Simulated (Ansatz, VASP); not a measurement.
## B in VASP and in Ansatz

```
B
1.0
     1.90098    0.00000    0.00000
     0.00000    1.90098    0.00000
     0.00000    0.00000    1.90098
B
1
Direct
  0.00000 0.00000 0.00000
```

Alike in both runs: task single point; functional PBEsol; k mesh 19 × 19 × 19; occupations fermi-dirac, width 0.1 eV; no spin polarisation.

|  | VASP | Ansatz |
| --- | --- | --- |
| version | VASP 6.6.1 | Ansatz 0.2.0 |
| potentials or method | VASP PAW PBE potentials, release 64 (B), cutoff 520 eV | plane waves (420 eV) with PAW, scalar-relativistic |
| valence electrons in the cell | 3 | 3 |

VASP gave:

* pressure (GPa): -8.4

Q: Estimate Ansatz's values.

A: Pressure (GPa): -8.6.

VASP's potentials were made for PBE, not for PBEsol, and Ansatz warns of the same on its side.
